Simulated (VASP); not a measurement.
Write the native input for VASP 6.6.1 that does the following.

- Task: single point
- Functional: PBE
- Potentials or basis: VASP PAW PBE potentials, release 64 (C, Sn_d)
- Cutoff: 520 eV
- k mesh: 8 × 8 × 4
- Occupations: gaussian, width 0.01 eV
- Spin: no spin polarisation
- Dipole correction: no
- Further INCAR settings: ALGO = Normal; EDIFF = 1e-06; NBANDS = 21

The structure of SnC3 lies in POSCAR:

```
SnC3
1.0
    2.9544268376      0.0000000000      0.0000000000
    0.0000000000      2.9544268376      0.0000000000
    0.0000000000      0.0000000000      4.6242449143
C Sn
3 1
Direct
    0.5000000000      0.0000000000      0.8227196820
    0.5000000000      0.5000000000      0.0000000000
    0.0000000000      0.5000000000      0.1772803180
    0.0000000000      0.0000000000      0.5000000000
```

This cell differs from its parent crystal: volume changed by -3%.

The input as run:

INCAR

```
PREC = Accurate ; ENCUT = 520
EDIFF = 1E-6 ; ISMEAR = 0
SIGMA = 0.01 ; LREAL = False
LASPH = True ; NELM = 80
ALGO = Normal ; ISIF = 2
LWAVE = False ; LCHARG = False
GGA = PE ; NBANDS = 21
```

KPOINTS

```
Automatic mesh
0
Gamma
  8 8 4
```

Potentials or basis: VASP PAW PBE potentials, release 64 (C, Sn_d).

Run with:

```sh
$ cat potpaw_PBE.64/C/POTCAR potpaw_PBE.64/Sn_d/POTCAR > POTCAR
$ mpirun -np 1 vasp_std > vasp.out
```

Results of the run:

- Pressure: 6.8 GPa
- Largest force: 0.144 eV/Å
- Band gap on the k mesh: 0.35 eV, indirect (least direct gap 0.61 eV)

Caveat: spin-orbit coupling is left out, which moves the levels of the heavy elements.

Wall time 12 s on 1 thread of Intel(R) Xeon(R) 6975P-C (Granite Rapids), on a shared host, peak memory 0.17 GiB.
